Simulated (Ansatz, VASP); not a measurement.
# Two plane-wave programs on B

```
B
1.0
     1.23280    0.71176    2.79686
    -1.23280    0.71176    2.79686
     0.00000   -1.42351    2.79686
B
2
Direct
  0.10023 0.10023 0.10023
  0.89977 0.89977 0.89977
```

Alike in both runs: functional PBE; k mesh 9 × 9 × 9; occupations gaussian, width 0.1 eV; no spin polarisation.

Ansatz relaxed the structure, and its values are those at the end. VASP's run is a single point on that final structure, the one shown.

|  | VASP | Ansatz |
| --- | --- | --- |
| version | VASP 6.6.1 | Ansatz 0.2.0 |
| potentials or method | VASP PAW PBE potentials, release 64 (B), cutoff 520 eV | scalar-relativistic, plane waves, PAW |
| valence electrons in the cell | 6 | 6 |

```tsv
	VASP	Ansatz	Ansatz less VASP
gap on the k mesh at the Fermi level (eV)	none	none	-
pressure (GPa)	0.0	0.0	+0.01
```

A gap of «none» marks a metal or a gap that the smearing closes.
